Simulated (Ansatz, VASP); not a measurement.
# One calculation of B, two programs

Contents of POSCAR:

```
B
1.0
    1.9408432508      0.0000000000      0.0000000000
    0.0000000000      1.9408432508      0.0000000000
    0.0000000000      0.0000000000      1.9408432508
B
1
Direct
    0.0000000000      0.0000000000      0.0000000000
```

Contents of INCAR.step1:

```
SYSTEM = B
ALGO = Normal
EDIFF = 1E-5
ENCUT = 550
GGA = PE
GGA_COMPAT = .False.
ISMEAR = 0
LASPH = .True.
LCHARG = .False.
LREAL = .False.
LWAVE = .True.
NBANDS = 8
NELM = 120
PREC = Accurate
SIGMA = 0.1
```

INCAR.step2

```
SYSTEM = B
ALGO = Normal
EDIFF = 1E-6
ENCUT = 550
GGA_COMPAT = .False.
ISIF = 2
ISMEAR = 0
ISTART = 1
LASPH = .True.
LCHARG = .False.
LMIXTAU = .True.
LREAL = .False.
LWAVE = .False.
METAGGA = R2SCAN
NBANDS = 8
NELM = 120
PREC = Accurate
SIGMA = 0.1
```

Contents of KPOINTS:

```
k-points
0
Gamma
  10 10 10
  0 0 0
```

Input for Ansatz:

```yaml
crystal:
  lattice:
    - [1.9408432508, 0.0, 0.0]
    - [0.0, 1.9408432508, 0.0]
    - [0.0, 0.0, 1.9408432508]
  atoms:
    - { symbol: B, position: [0.0, 0.0, 0.0] }
basis:
  ecutwfc: 500
kpoints:
  mp_grid: { grid: [10, 10, 10] }
hamiltonian:
  xc: r2scan
scf:
  occupations: { method: gaussian, width: 0.1 }
  lower_state_search: "off"
output:
  forces: true
  stress: true
  eigenvalues: true
```

Alike in both runs: task single point; functional r2SCAN; k mesh 10 × 10 × 10; occupations gaussian, width 0.1 eV; no spin polarisation.

|  | VASP | Ansatz |
| --- | --- | --- |
| version | VASP 6.6.1 | Ansatz 0.2.0 |
| potentials or method | VASP PAW PBE potentials, release 64 (B), cutoff 550 eV | scalar-relativistic, plane waves, PAW |
| valence electrons in the cell | 3 | 3 |

Ansatz gave:

| Property | Result |
| --- | --- |
| gap on the k mesh at the Fermi level (eV) | none |
| pressure (GPa) | -17.0 |

**Question.** Estimate VASP's values.

**Answer.** gap on the k mesh at the Fermi level (eV): none; pressure (GPa): -17.1.

VASP's potentials were made for PBE, not for r2SCAN. A gap of «none» marks a metal or a gap that the smearing closes.
